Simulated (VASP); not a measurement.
# Ge (Fd-3m) in VASP: a series of runs, part 2 of 2

VASP 6.6.1.

## 4. Relaxation of cell and atoms, RPBE, non-collinear spin, zero start, spin-orbit coupling

Input file INCAR:

```
SYSTEM = Ge
ALGO = Normal
EDIFF = 1E-7
EDIFFG = -0.02
ENCUT = 600
GGA = RP
GGA_COMPAT = .False.
IBRION = 2
ISIF = 3
ISMEAR = -5
LASPH = .True.
LCHARG = .False.
LORBIT = 11
LORBMOM = .True.
LREAL = .False.
LSORBIT = .True.
LWAVE = .False.
MAGMOM = 0 0 0 0 0 0
NELM = 150
NSW = 80
PREC = Accurate
SIGMA = 0.05
```

Input file KPOINTS:

```
k-points
0
Gamma
  6 6 6
  0 0 0
```

Input file POSCAR:

```
Ge
1.0
    0.0000000000      2.8289100000      2.8289100000
    2.8289100000      0.0000000000      2.8289100000
    2.8289100000      2.8289100000      0.0000000000
Ge
2
Direct
    0.7500000000      0.7500000000      0.7500000000
    0.5000000000      0.5000000000      0.5000000000
```

Potentials or basis: VASP PAW PBE potentials, release 64 (Ge_d).

On the command line:

```
cat potpaw_PBE.64/Ge_d/POTCAR > POTCAR
mpirun -np 1 vasp_ncl > vasp.out
```

OUTCAR:

```text
SYSTEM = Ge
   EDIFF = 1E-7
   EDIFFG = -0.02
   ENCUT = 600
   GGA = RP
   IBRION = 2
   ISIF = 3
   ISMEAR = -5
   LASPH = .True.
   LORBIT = 11
   LREAL = .False.
   LSORBIT = .True.
   NELM = 150
   NSW = 80
   PREC = Accurate

 ion  position               nearest neighbor table
   1  0.750  0.750  0.750-   2 2.45   2 2.45   2 2.45   2 2.45
   2  0.500  0.500  0.500-   1 2.45   1 2.45   1 2.45   1 2.45

  LATTYP: Found a face centered cubic cell.
 ALAT       =     5.6578200000

  Lattice vectors:

 A1 = (   0.0000000000,   2.8289100000,   2.8289100000)
 A2 = (   2.8289100000,   0.0000000000,   2.8289100000)
 A3 = (   2.8289100000,   2.8289100000,   0.0000000000)

Analysis of symmetry for initial positions (statically):
=====================================================================
 Subroutine PRICEL returns:
 Original cell was already a primitive cell.

 Routine SETGRP: Setting up the symmetry group for a
 face centered cubic supercell.

 Subroutine GETGRP returns: Found 48 space group operations
 (whereof 24 operations were pure point group operations)
 out of a pool of 48 trial point group operations.

The static configuration has the point symmetry T_d .
 The point group associated with its full space group is O_h .

Analysis of symmetry for dynamics (positions and initial velocities):
=====================================================================
 Subroutine PRICEL returns:
 Original cell was already a primitive cell.

 Routine SETGRP: Setting up the symmetry group for a
 face centered cubic supercell.

 Subroutine GETGRP returns: Found 48 space group operations
 (whereof 24 operations were pure point group operations)
 out of a pool of 48 trial point group operations.

The dynamic configuration has the point symmetry T_d .
 The point group associated with its full space group is O_h .

Analysis of structural, dynamic, and magnetic symmetry:
=====================================================================
[... 1560 lines left out ...]
 ----------------------------------------
  1        -0.000  -0.000  -0.000
  2        -0.000  -0.000  -0.000
 ----------------------------------------
           -0.000  -0.000  -0.000

 orbital moment (z)

 # of ion     p       d       tot
 ----------------------------------------
  1         0.000  -0.000   0.000
  2         0.000   0.000   0.000
 ----------------------------------------
            0.000  -0.000   0.000

 Spin-Orbit-Coupling matrix elements

 Ion:    1  E_soc:     -0.0181801
 l=   1
     0.0000000    -0.0020868    -0.0020868
    -0.0020868     0.0000000    -0.0020868
    -0.0020868    -0.0020868     0.0000000
 l=   2
     0.0000000    -0.0001880     0.0000000    -0.0001880    -0.0007552
    -0.0001880     0.0000000    -0.0005664    -0.0001880    -0.0001888
     0.0000000    -0.0005664     0.0000000    -0.0005664     0.0000000
    -0.0001880    -0.0001880    -0.0005664     0.0000000    -0.0001888
    -0.0007552    -0.0001888     0.0000000    -0.0001888     0.0000000
 l=   3
     0.0000000     0.0000000     0.0000000     0.0000000     0.0000000     0.0000000     0.0000000
     0.0000000     0.0000000     0.0000000     0.0000000     0.0000000     0.0000000     0.0000000
     0.0000000     0.0000000     0.0000000     0.0000000     0.0000000     0.0000000     0.0000000
     0.0000000     0.0000000     0.0000000     0.0000000     0.0000000     0.0000000     0.0000000
     0.0000000     0.0000000     0.0000000     0.0000000     0.0000000     0.0000000     0.0000000
     0.0000000     0.0000000     0.0000000     0.0000000     0.0000000     0.0000000     0.0000000
     0.0000000     0.0000000     0.0000000     0.0000000     0.0000000     0.0000000     0.0000000

 Ion:    2  E_soc:     -0.0181801
 l=   1
     0.0000000    -0.0020868    -0.0020868
    -0.0020868     0.0000000    -0.0020868
    -0.0020868    -0.0020868     0.0000000
 l=   2
     0.0000000    -0.0001880     0.0000000    -0.0001880    -0.0007552
    -0.0001880     0.0000000    -0.0005664    -0.0001880    -0.0001888
     0.0000000    -0.0005664     0.0000000    -0.0005664     0.0000000
    -0.0001880    -0.0001880    -0.0005664     0.0000000    -0.0001888
    -0.0007552    -0.0001888     0.0000000    -0.0001888     0.0000000
 l=   3
     0.0000000     0.0000000     0.0000000     0.0000000     0.0000000     0.0000000     0.0000000
     0.0000000     0.0000000     0.0000000     0.0000000     0.0000000     0.0000000     0.0000000
     0.0000000     0.0000000     0.0000000     0.0000000     0.0000000     0.0000000     0.0000000
     0.0000000     0.0000000     0.0000000     0.0000000     0.0000000     0.0000000     0.0000000
     0.0000000     0.0000000     0.0000000     0.0000000     0.0000000     0.0000000     0.0000000
     0.0000000     0.0000000     0.0000000     0.0000000     0.0000000     0.0000000     0.0000000
     0.0000000     0.0000000     0.0000000     0.0000000     0.0000000     0.0000000     0.0000000

 total charge

# of ion       s       p       d       tot
------------------------------------------
    1        1.136   1.193  10.011  12.340
    2        1.136   1.193  10.011  12.340
--------------------------------------------------
tot          2.272   2.385  20.023  24.680

 magnetization (x)

# of ion       s       p       d       tot
------------------------------------------
    1       -0.000  -0.000  -0.000  -0.000
    2        0.000  -0.000   0.000   0.000
--------------------------------------------------
tot          0.000  -0.000  -0.000  -0.000

 magnetization (y)

# of ion       s       p       d       tot
------------------------------------------
    1       -0.000  -0.000   0.000  -0.000
    2        0.000  -0.000   0.000  -0.000
--------------------------------------------------
tot          0.000  -0.000   0.000  -0.000

 magnetization (z)

# of ion       s       p       d       tot
------------------------------------------
    1        0.000  -0.000  -0.000  -0.000
    2        0.000  -0.000  -0.000  -0.000
--------------------------------------------------
tot          0.000  -0.000  -0.000  -0.000
```

Wall time 6.2 min (1 thread of Intel Xeon 8259CL, shared host); peak memory 0.32 GiB.

Results:

| Quantity | Value |
| --- | --- |
| Free energy | -8.3454 eV |
| Relaxed volume | 24.62 Å³/atom |
| Relaxed cell | a = 4.114 Å, b = 4.114 Å, c = 4.114 Å, α = 60.00°, β = 60.00°, γ = 60.00° |
| Space group after relaxing (to 0.1 Å) | Fd-3m (No. 227) |
| Energy gained by relaxing | 31.0 meV/atom |
| Ionic steps | 3 |
| Pressure after relaxing | 0.0 GPa |
| Net moment | 0.00 μB per cell |
| Valence electrons inside the program's atomic spheres | Ge 12.34 |

Step by step:
```csv
step,energy change (eV),largest force (eV/Å),pressure (GPa),volume (Å³)
1,0.0000,0.0000,5.26,45.28
2,-0.0580,0.0000,-1.18,50.32
3,-0.0620,0.0000,-0.03,49.24
```

Final structure:
```yaml
crystal:
  lattice:
    - [0.00000, 2.90906, 2.90906]
    - [2.90906, 0.00000, 2.90906]
    - [2.90906, 2.90906, 0.00000]
  atoms:
    - { symbol: Ge, position: [0.75000, 0.75000, 0.75000] }
    - { symbol: Ge, position: [0.50000, 0.50000, 0.50000] }
```

Moments on the atoms (μB; x, y, z):
```
Ge  0.00 0.00 0.00
Ge  0.00 0.00 0.00
```

Caveat: the PAW data sets were made with another functional, which shifts forces and pressure a little.

## 5. Summary

```tsv
task	level	spin	cell	k mesh	cutoff (eV)	smearing	pressure (GPa)	moment (μB)	relaxed volume (Å³/atom)
relaxation of cell and atoms	PBEsol+D4	off	relaxed from a = 4.001 Å, angles 60.0°, 2 atoms	8 × 8 × 8	600	fermi-dirac 0.05 eV	0.0	-	22.43
single point	RPBE	non-collinear, zero start, SOC	a = 4.113 Å, angles 60.0°, 2 atoms	6 × 6 × 6	520	tetrahedron	-0.1	0.00	-
relaxation of cell and atoms	RPBE	non-collinear, zero start, SOC	relaxed from a = 4.001 Å, angles 60.0°, 2 atoms	6 × 6 × 6	600	tetrahedron	0.0	0.00	24.62
```

Alike in all rows: potentials or basis VASP PAW PBE potentials, release 64 (Ge_d).

Caveats: the PAW data sets were made with another functional, which shifts forces and pressure a little.

Absolute energies hang on the potentials; compare differences alone.

## 6. How close it comes

Step 2. The cell as given is a measured one (22.64 Å³/atom); PBEsol+D4 puts the equilibrium volume -0.9 % from it, thermal expansion not counted.

Step 4. The cell as given is a measured one (22.64 Å³/atom); RPBE puts the equilibrium volume +8.7 % from it, thermal expansion not counted.
